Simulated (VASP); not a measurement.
Pd, 1 atom in the cell. The structure is cubic, space group Fm-3m (No. 225). Conventional cell: a = 3.841 Å, b = 3.841 Å, c = 3.841 Å, α = 90.00°, β = 90.00°, γ = 90.00°. Pd (site symmetry m-3m) has 12 Pd at 2.72 Å within 3.6 Å. 

- Program: VASP 6.6.1
- Task: single point
- Functional: LDA
- Potentials or basis: VASP PAW LDA potentials, release 64 (Pd)
- Cutoff: 520 eV
- k mesh: 14 × 14 × 14
- Occupations: fermi-dirac, width 0.03 eV
- Spin: collinear spin, ferromagnetic start
- Starting moments: [0.5] μB
- Dipole correction: no
- Further INCAR settings: ALGO = Normal; EDIFF = 1e-06; NBANDS = 15

Potentials or basis: VASP PAW LDA potentials, release 64 (Pd).

Command:

```sh
$ cat potpaw_LDA.64/Pd/POTCAR > POTCAR
$ mpirun -np 1 vasp_std > vasp.out
```

Hardware: 1 thread of Intel(R) Xeon(R) Platinum 8375C CPU @ 2.90GHz (Ice Lake) (shared host).

**Question.** Estimate the wall time of this run.

**Answer.** Wall time 28 s on 1 thread of Intel(R) Xeon(R) Platinum 8375C CPU @ 2.90GHz (Ice Lake), on a shared host, peak memory 0.14 GiB. Counts: scf iterations 12, k points 104.
